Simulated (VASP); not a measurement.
# Ca (Fm-3m) in VASP: further runs, part 2 of 2

VASP 6.6.1. The steps go on from the part before.

## (3) Single point, r2SCAN

This run uses another cell than the first one, of 43.17 Å³/atom, 1.031 times its volume.

Contents of POSCAR:

```
Ca
1.0
    0.0000000000      2.7844090271      2.7844090271
    2.7844090271      0.0000000000      2.7844090271
    2.7844090271      2.7844090271      0.0000000000
Ca
1
Direct
    0.0000000000      0.0000000000      0.0000000000
```

Contents of INCAR.step1:

```
SYSTEM = Ca
PREC = Accurate
ENCUT = 520
ISMEAR = 0
SIGMA = 0.1
LREAL = .False.
LASPH = .True.
NELM = 60
NBANDS = 11
GGA = PE
ALGO = Normal
EDIFF = 1E-4
LWAVE = .True.
LCHARG = .False.
```

Contents of INCAR.step2:

```
SYSTEM = Ca
PREC = Accurate
ENCUT = 520
EDIFF = 1E-6
ISMEAR = 0
SIGMA = 0.1
LREAL = .False.
LASPH = .True.
NELM = 60
ALGO = Normal
ISIF = 2
LWAVE = .False.
LCHARG = .False.
METAGGA = R2SCAN
LMIXTAU = .True.
NBANDS = 11
ISTART = 1
```

Contents of KPOINTS:

```
regular mesh
0
Gamma
  14 14 14
  0 0 0
```

Potentials or basis: VASP PAW PBE potentials, release 64 (Ca_sv).

Run with:

```bash
$ cat potpaw_PBE.64/Ca_sv/POTCAR > POTCAR
$ cp INCAR.step1 INCAR
$ mpirun -np 1 vasp_std > vasp.out
$ cp INCAR.step2 INCAR
$ mpirun -np 1 vasp_std > vasp.out
```

OUTCAR:

```text
SYSTEM = Ca
   PREC = Accurate
   ENCUT = 520
   EDIFF = 1E-6
   ISMEAR = 0
   LREAL = .False.
   LASPH = .True.
   NELM = 60
   ISIF = 2
   METAGGA = R2SCAN
   ISTART = 1

 ion  position               nearest neighbor table
   1  0.000  0.000  0.000-

  LATTYP: Found a face centered cubic cell.
 ALAT       =     5.5688180542

  Lattice vectors:

 A1 = (   0.0000000000,   2.7844090271,   2.7844090271)
 A2 = (   2.7844090271,   0.0000000000,   2.7844090271)
 A3 = (   2.7844090271,   2.7844090271,   0.0000000000)

[... 516 lines left out ...]
 [... further k-points ...]

------------------------ aborting loop because EDIFF is reached ----------------------------------------

  FORCE on cell =-STRESS in cart. coord.  units (eV):
  Direction    XX          YY          ZZ          XY          YZ          ZX
  --------------------------------------------------------------------------------------
  -------------------------------------------------------------------------------------
  Total        0.0124618      0.0124618      0.0124618      0.0000000      0.0000000     -0.0000000
  in kB        0.4624484      0.4624484      0.4624484      0.0000000      0.0000000     -0.0000000
  external PRESSURE =       0.4624484 kB  Pullay stress =       0.0000000 kB

 VOLUME and BASIS-vectors are now :
 -----------------------------------------------------------------------------
  energy-cutoff  :      520.00
  volume of cell :       43.17
      direct lattice vectors                 reciprocal lattice vectors
     0.000000000  2.784409027  2.784409027    -0.179571318  0.179571318  0.179571318
     2.784409027  0.000000000  2.784409027     0.179571318 -0.179571318  0.179571318
     2.784409027  2.784409027  0.000000000     0.179571318  0.179571318 -0.179571318

 POSITION                                       TOTAL-FORCE (eV/Angst)
 -----------------------------------------------------------------------------------
      0.00000      0.00000      0.00000         0.000000     -0.000000      0.000000
 -----------------------------------------------------------------------------------
    total drift:                               -0.000000     -0.000000      0.000000

  FREE ENERGIE OF THE ION-ELECTRON SYSTEM (eV)
  ---------------------------------------------------
  free  energy   TOTEN  =        -7.0351751733 eV

  energy  without entropy=       -7.0289406323  energy(sigma->0) =       -7.03205790
```

OUTCAR.step1:

```text
SYSTEM = Ca
   PREC = Accurate
   ENCUT = 520
   ISMEAR = 0
   LREAL = .False.
   LASPH = .True.
   NELM = 60
[... 555 lines left out ...]
 -----------------------------------------------------------------------------------
      0.00000      0.00000      0.00000         0.000000     -0.000000      0.000000
 -----------------------------------------------------------------------------------
    total drift:                               -0.000000     -0.000000      0.000000

  FREE ENERGIE OF THE ION-ELECTRON SYSTEM (eV)
  ---------------------------------------------------
  free  energy   TOTEN  =        -1.9323005399 eV

  energy  without entropy=       -1.9253217618  energy(sigma->0) =       -1.92881115
```

Run time: 88 s. Hardware: 1 thread of Intel Xeon 6975P-C (Granite Rapids), shared host; peak memory 0.2 GiB.

Results:

```
Free energy            : -7.0352 eV
Pressure               : 0.0 GPa
Band gap on the k mesh : zero (band 5 reaches 2.13 eV, above the bottom of band 6 at 1.61 eV)
```

Caveat: the PAW data sets were made with another functional, which shifts forces and pressure a little.

## (4) Single point, r2SCAN

This run uses another cell than the first one, of 43.17 Å³/atom, 1.031 times its volume.

POSCAR is that of step 3.

Contents of INCAR.step1:

```
PREC = Accurate ; ENCUT = 520
ISMEAR = 0 ; SIGMA = 0.1
LREAL = False ; LASPH = True
NELM = 100 ; NBANDS = 11
GGA = PE ; ALGO = Normal
EDIFF = 1E-4 ; LWAVE = True
LCHARG = False
```

Contents of INCAR.step2:

```
PREC = Accurate ; ENCUT = 520
EDIFF = 1E-7 ; ISMEAR = 0
SIGMA = 0.1 ; LREAL = False
LASPH = True ; NELM = 100
ALGO = Normal ; ISIF = 2
LWAVE = False ; LCHARG = True
METAGGA = R2SCAN ; LMIXTAU = True
LELF = True ; LVHAR = True
NBANDS = 11 ; ISTART = 1
```

Contents of KPOINTS:

```
regular mesh
0
Gamma
  14 14 14
```

Run with:

```bash
$ cat potpaw_PBE.64/Ca_sv/POTCAR > POTCAR
$ cp INCAR.step1 INCAR
$ mpirun -np 1 vasp_std > vasp.out
$ cp INCAR.step2 INCAR
$ mpirun -np 1 vasp_std > vasp.out
```

Run time: 1.7 min. Hardware: 1 thread of Intel Xeon 6975P-C (Granite Rapids), shared host; peak memory 0.2 GiB.

It converged, with:

```
Free energy            : -7.0352 eV
Pressure               : 0.0 GPa
Band gap on the k mesh : zero (band 5 reaches 2.13 eV, above the bottom of band 6 at 1.61 eV)
```

Levels at points of the mesh, in eV from the Fermi level:
| k point | band 2 | band 3 | band 4 | band 5 | band 6 | band 7 | band 8 | band 9 |
| --- | --- | --- | --- | --- | --- | --- | --- | --- |
| (0.00, 0.00, 0.00) | -23.86 | -23.86 | -23.86 | -4.24 | 2.68 | 2.68 | 2.68 | 3.78 |
| (0.50, 0.00, 0.00) | -23.99 | -23.88 | -23.87 | -0.93 | -0.29 | 2.54 | 2.54 | 4.49 |
| (0.50, 0.50, 0.00) | -23.98 | -23.91 | -23.91 | -0.38 | 0.78 | 0.91 | 4.47 | 4.67 |

Caveat: the PAW data sets were made with another functional, which shifts forces and pressure a little.

## (5) Single point, r2SCAN (volume scaled by 1.03)

Contents of POSCAR:

```
Ca
1.0
    0.0000000000      2.8119792264      2.8119792264
    2.8119792264      0.0000000000      2.8119792264
    2.8119792264      2.8119792264      0.0000000000
Ca
1
Direct
    0.0000000000      0.0000000000      0.0000000000
```

Contents of INCAR.step1:

```
PREC = Accurate
ENCUT = 520
ISMEAR = 0
SIGMA = 0.1
LREAL = False
LASPH = True
NELM = 60
NBANDS = 11
GGA = PE
ALGO = Normal
EDIFF = 1E-4
LWAVE = True
LCHARG = False
```

Contents of INCAR.step2:

```
PREC = Accurate
ENCUT = 520
EDIFF = 1E-6
ISMEAR = 0
SIGMA = 0.1
LREAL = False
LASPH = True
NELM = 60
ALGO = Normal
ISIF = 2
LWAVE = False
LCHARG = False
METAGGA = R2SCAN
LMIXTAU = True
NBANDS = 11
ISTART = 1
```

KPOINTS is that of step 4.

Run with:

```bash
$ cat potpaw_PBE.64/Ca_sv/POTCAR > POTCAR
$ cp INCAR.step1 INCAR
$ mpirun -np 1 vasp_std > vasp.out
$ cp INCAR.step2 INCAR
$ mpirun -np 1 vasp_std > vasp.out
```

Run time: 90 s. Hardware: 1 thread of Intel Xeon 6975P-C (Granite Rapids), shared host; peak memory 0.2 GiB.

Results (log left out):

```yaml
Free_energy: -7.0339 eV
Pressure: -0.5 GPa
Band_gap_on_the_k_mesh: zero (band 5 reaches 2.03 eV, above the bottom of band 6 at 1.47 eV)
```

Levels at points of the mesh, in eV from the Fermi level:
| k point | band 2 | band 3 | band 4 | band 5 | band 6 | band 7 | band 8 | band 9 |
| --- | --- | --- | --- | --- | --- | --- | --- | --- |
| (0.00, 0.00, 0.00) | -23.93 | -23.93 | -23.93 | -4.19 | 2.64 | 2.64 | 2.64 | 3.70 |
| (0.50, 0.00, 0.00) | -24.06 | -23.95 | -23.95 | -0.92 | -0.32 | 2.50 | 2.50 | 4.38 |
| (0.50, 0.50, 0.00) | -24.05 | -23.98 | -23.98 | -0.35 | 0.79 | 0.85 | 4.37 | 4.56 |

Caveat: the cell differs from its parent crystal (volume scaled by 1.03); the PAW data sets were made with another functional, which shifts forces and pressure a little.

## (6) Single point, r2SCAN (volume scaled by 1.06)

Contents of POSCAR:

```
Ca
1.0
    0.0000000000      2.8390191469      2.8390191469
    2.8390191469      0.0000000000      2.8390191469
    2.8390191469      2.8390191469      0.0000000000
Ca
1
Direct
    0.0000000000      0.0000000000      0.0000000000
```

Contents of INCAR.step1:

```
ALGO = Normal
EDIFF = 1E-4
ENCUT = 520
GGA = PE
ISMEAR = 0
LASPH = True
LCHARG = False
LREAL = False
LWAVE = True
NBANDS = 11
NELM = 60
PREC = Accurate
SIGMA = 0.1
```

Contents of INCAR.step2:

```
ALGO = Normal
EDIFF = 1E-6
ENCUT = 520
ISIF = 2
ISMEAR = 0
ISTART = 1
LASPH = True
LCHARG = False
LMIXTAU = True
LREAL = False
LWAVE = False
METAGGA = R2SCAN
NBANDS = 11
NELM = 60
PREC = Accurate
SIGMA = 0.1
```

Contents of KPOINTS:

```
k-points
0
Gamma
  14 14 14
```

Potentials or basis: VASP PAW PBE potentials, release 64 (Ca_sv).

Run with:

```bash
$ cat potpaw_PBE.64/Ca_sv/POTCAR > POTCAR
$ cp INCAR.step1 INCAR
$ mpirun -np 1 vasp_std > vasp.out
$ cp INCAR.step2 INCAR
$ mpirun -np 1 vasp_std > vasp.out
```

Wall time 89 s (1 thread of Intel Xeon 6975P-C (Granite Rapids), shared host); peak memory 0.2 GiB.

It converged, with:

```yaml
Free_energy: -7.0288 eV
Pressure: -0.9 GPa
Band_gap_on_the_k_mesh: zero (band 5 reaches 1.94 eV, above the bottom of band 6 at 1.35 eV)
```

Levels at points of the mesh, in eV from the Fermi level:
```
           k point  band 2  band 3  band 4  band 5  band 6  band 7  band 8  band 9
(0.00, 0.00, 0.00)  -24.01  -24.01  -24.01   -4.14    2.59    2.59    2.59    3.63
(0.50, 0.00, 0.00)  -24.12  -24.03  -24.03   -0.92   -0.33    2.47    2.47    4.28
(0.50, 0.50, 0.00)  -24.11  -24.05  -24.05   -0.33    0.80    0.80    4.27    4.45
```

Caveat: the cell differs from its parent crystal (volume scaled by 1.06); the PAW data sets were made with another functional, which shifts forces and pressure a little.

## (7) Overview

| cell | gap on the mesh (eV) | pressure (GPa) |
| --- | --- | --- |
| a = 3.898 Å, angles 60.0°, 1 atom | none | 0.6 |
| a = 3.938 Å, angles 60.0°, 1 atom | none | 0.0 |
| a = 3.977 Å, angles 60.0°, 1 atom | none | -0.5 |
| a = 4.015 Å, angles 60.0°, 1 atom | none | -0.9 |

Alike in all rows: task single point; level r2SCAN; potentials or basis VASP PAW PBE potentials, release 64 (Ca_sv); no spin polarisation; k mesh 14 × 14 × 14; cutoff (eV) 520; smearing gaussian 0.1 eV.

Caveats: the PAW data sets were made with another functional, which shifts forces and pressure a little.

Absolute energies hang on the potentials; compare differences alone.
